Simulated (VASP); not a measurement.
A run of VASP 6.6.1:

File INCAR:

```
PREC     = Accurate       # precision mode
ENCUT    = 600            # plane-wave cutoff, eV
EDIFF    = 1E-6           # SCF threshold, eV
ISMEAR   = 0              # smearing method
SIGMA    = 0.1            # smearing width, eV
LREAL    = False          # projectors in reciprocal space
LASPH    = True           # aspherical terms in the spheres
NELM     = 100            # most SCF steps
ALGO     = Normal         # electronic algorithm
ISIF     = 3              # what is computed and relaxed
LWAVE    = False          # write WAVECAR
LCHARG   = False          # write CHGCAR
GGA      = PE             # functional
IBRION   = 2              # ionic algorithm
NSW      = 90             # ionic steps
EDIFFG   = -0.04          # ionic threshold
```

The input KPOINTS:

```
regular mesh
0
Gamma
  4 4 4
```

POSCAR

```
Hf3Sb4
1.0
    6.2220000000      0.0000000000      0.0000000000
    0.0000000000      6.2220000000      0.0000000000
    0.0000000000      0.0000000000      6.2220000000
Hf Sb
3 4
Direct
    0.5000000000      0.0000000000      0.0000000000
    0.0000000000      0.5000000000      0.0000000000
    0.0000000000      0.0000000000      0.5000000000
    0.0000000000      0.5000000000      0.5000000000
    0.5000000000      0.0000000000      0.5000000000
    0.5000000000      0.5000000000      0.0000000000
    0.0000000000      0.0000000000      0.0000000000
```

Potentials or basis: VASP PAW PBE potentials, release 64 (Hf_pv, Sb).

Command:

```console
$ cat potpaw_PBE.64/Hf_pv/POTCAR potpaw_PBE.64/Sb/POTCAR > POTCAR
$ mpirun -np 1 vasp_std > vasp.out
```

Hardware: 1 thread of Intel(R) Xeon(R) Platinum 8259CL CPU @ 2.50GHz (Skylake/Cascade Lake) (shared host).

Question: How long does it take, and how much memory?

Answer: Wall time 4.8 min on 1 thread of Intel(R) Xeon(R) Platinum 8259CL CPU @ 2.50GHz (Skylake/Cascade Lake), with other jobs on the host, peak memory 0.41 GiB. Counts: scf iterations 44, k points 10, ion steps 4.
